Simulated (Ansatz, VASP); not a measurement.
# Al3Au in VASP and in Ansatz

```
Au Al
1.0
    -1.99796    1.99796    4.00177
     1.99796   -1.99796    4.00177
     1.99796    1.99796   -4.00177
Au Al
1 3
Direct
  0.00000 0.00000 0.00000
  0.50000 0.50000 0.00000
  0.25000 0.75000 0.50000
  0.75000 0.25000 0.50000
```

Change from the starting cell: volume scaled by 0.96.

Alike in both runs: task single point; functional LDA; k mesh 9 × 9 × 9; occupations fermi-dirac, width 0.05 eV; no spin polarisation.

|  | VASP | Ansatz |
| --- | --- | --- |
| version | VASP 6.6.1 | Ansatz 0.2.0 |
| potentials or method | VASP PAW LDA potentials, release 64 (Au, Al), cutoff 520 eV | all-electron LAPW, scalar-relativistic |

Ansatz gave:

```
gap on the k mesh at the Fermi level (eV)                     : none
pressure (GPa)                                                : -1.1
traceless stress, the component that is largest in VASP (GPa) : -0.38
```

Task: Estimate VASP's values.

Result: gap on the k mesh at the Fermi level (eV): none; pressure (GPa): -1.0; traceless stress, the component that is largest in VASP (GPa): -0.39.

LDA's correlation is that of Perdew and Zunger in VASP and of Perdew and Wang (1992) in Ansatz. A gap of «none» marks a metal or a gap that the smearing closes. Ansatz ran all-electron here, and VASP with PAW potentials.

Spin-orbit coupling is off throughout.
